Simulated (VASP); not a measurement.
Runs of VASP 6.6.1 on BeSn. The structure is that of space group Fd-3m (No. 227), or close to it. The cells are those of the table. 

| task | cell | k mesh | cutoff (eV) | gap on the mesh (eV) | pressure (GPa) |
| --- | --- | --- | --- | --- | --- |
| single point | a = 4.661 Å, angles 60.0°, 4 atoms | 6 × 6 × 6 | 520 | none | (a) |
| single point | a = 4.800 Å, angles 60.0°, 4 atoms | 12 × 12 × 12 | 520 | none | -0.1 |
| single point | a = 4.771 Å, angles 60.0°, 4 atoms | 4 × 4 × 4 | 520 | none | -0.3 |
| relaxation of cell and atoms | relaxed from a = 4.661 Å, angles 60.0°, 4 atoms | 4 × 4 × 4 | 600 | none | 0.0 |

Alike in all rows: level PBE; potentials or basis VASP PAW PBE potentials, release 64 (Be, Sn_d); no spin polarisation; smearing gaussian 0.1 eV.

Q: Fill in the values left out.

A: (a) 6.4.

Caveats: some runs use coarse meshes; spin-orbit coupling is left out, which moves the levels of the heavy elements.

A k mesh can miss the band edges, and the runs leave out spin-orbit coupling on Sn.

A gap of «none» marks levels without a gap at the run's occupations.
